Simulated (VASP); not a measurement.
Write the native input for VASP 6.6.1 that does the following.

```yaml
Task: single point
Functional: PBE
Potentials_or_basis: VASP PAW PBE potentials, release 64 (Ti_sv, C)
Cutoff: 520 eV
k_mesh: 16 × 16 × 16
Occupations: gaussian, width 0.1 eV
Spin: no spin polarisation
Dipole_correction: no
Further_INCAR_settings: ALGO = Normal; EDIFF = 1e-07; NBANDS = 15
```

The structure of TiC lies in POSCAR:

```
TiC
1.0
    0.0000000000      2.1664615273      2.1664615273
    2.1664615273      0.0000000000      2.1664615273
    2.1664615273      2.1664615273      0.0000000000
Ti C
1 1
Direct
    0.0000000000      0.0000000000      0.0000000000
    0.5000000000      0.5000000000      0.5000000000
```

These files were run (other wordings do the same):

INCAR

```
ALGO     = Normal         # electronic algorithm
EDIFF    = 1E-7           # SCF threshold, eV
ENCUT    = 520            # plane-wave cutoff, eV
GGA      = PE             # functional
ISIF     = 2              # what is computed and relaxed
ISMEAR   = 0              # smearing method
LASPH    = True           # aspherical terms in the spheres
LCHARG   = False          # write CHGCAR
LREAL    = False          # projectors in reciprocal space
LWAVE    = False          # write WAVECAR
NBANDS   = 15             # bands
NELM     = 80             # most SCF steps
PREC     = Accurate       # precision mode
SIGMA    = 0.1            # smearing width, eV
```

KPOINTS

```
k-points
0
Gamma
  16 16 16
```

Potentials or basis: VASP PAW PBE potentials, release 64 (Ti_sv, C).

Run with:

```console
$ cat potpaw_PBE.64/Ti_sv/POTCAR potpaw_PBE.64/C/POTCAR > POTCAR
$ mpirun -np 1 vasp_std > vasp.out
```

Results of the run:

```yaml
Pressure: 0.2 GPa
Band_gap_on_the_k_mesh: zero (band 8 reaches 10.09 eV, above the bottom of band 9 at 9.00 eV)
```

It took 120 s on 1 thread of AMD EPYC 7R13 (shared host), peak memory 0.14 GiB.
